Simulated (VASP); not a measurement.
Set up this calculation in VASP 6.6.1, as the native input.

```yaml
Task: single point
Functional: LDA
Potentials_or_basis: VASP PAW LDA potentials, release 64 (C)
Cutoff: 520 eV
k_mesh: 18 × 18 × 6
Occupations: fermi-dirac, width 0.15 eV
Spin: no spin polarisation
Dipole_correction: no
Further_INCAR_settings: ALGO = Normal; EDIFF = 1e-06; NBANDS = 16
```

The structure of C lies in POSCAR:

```
C
1.0
    1.2232301867     -2.1176858862      0.0000000000
    1.2232301867      2.1176858862      0.0000000000
    0.0000000000      0.0000000000      6.8514999488
C
4
Direct
    0.0833152949      0.9166847051      0.7500000000
    0.5833152949      0.4166847051      0.2500000000
    0.9166847051      0.0833152949      0.2500000000
    0.4166847051      0.5833152949      0.7500000000
```

This cell differs from its parent crystal: volume scaled by 1.02, then relaxed in part.

The input as run:

INCAR

```
PREC     = Accurate       # precision mode
ENCUT    = 520            # plane-wave cutoff, eV
EDIFF    = 1E-6           # SCF threshold, eV
ISMEAR   = -1             # smearing method
SIGMA    = 0.15           # smearing width, eV
LREAL    = False          # projectors in reciprocal space
LASPH    = True           # aspherical terms in the spheres
NELM     = 80             # most SCF steps
ALGO     = Normal         # electronic algorithm
ISIF     = 2              # what is computed and relaxed
LWAVE    = False          # write WAVECAR
LCHARG   = False          # write CHGCAR
NBANDS   = 16             # bands
```

KPOINTS

```
Automatic mesh
0
Gamma
  18 18 6
```

Potentials or basis: VASP PAW LDA potentials, release 64 (C).

Command:

```console
$ cat potpaw_LDA.64/C/POTCAR > POTCAR
$ mpirun -np 1 vasp_std > vasp.out
```

It gave:

The pressure is 0.3 GPa and the band gap on the k mesh is zero (filled and empty bands touch).

Wall time 3.8 min on 1 thread of Intel(R) Xeon(R) Platinum 8259CL CPU @ 2.50GHz (Skylake/Cascade Lake), on a shared host, peak memory 0.24 GiB.
